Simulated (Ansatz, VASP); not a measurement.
One calculation of Pd, two programs

```
Pd
1.0
     0.00000    2.00325    1.94490
     2.00325    0.00000    1.94490
     2.00325    2.00325    0.00000
Pd
1
Direct
  0.00000 0.00000 0.00000
```

Change from the starting cell: equal xx and yy strain of +3 %.

Alike in both runs: task single point; functional PBE; k mesh 18 × 18 × 18; occupations fermi-dirac, width 0.05 eV; no spin polarisation.

|  | VASP | Ansatz |
| --- | --- | --- |
| version | VASP 6.6.1 | Ansatz 0.2.0 |
| potentials or method | VASP PAW PBE potentials, release 64 (Pd), cutoff 520 eV | all-electron LAPW, scalar-relativistic |

```csv
,VASP,Ansatz,Ansatz less VASP
pressure (GPa),-3.2,-3.0,+0.16
"traceless stress, the component that is largest in VASP (GPa)",0.80,0.81,+0.007
```

Ansatz ran all-electron here, and VASP with PAW potentials.
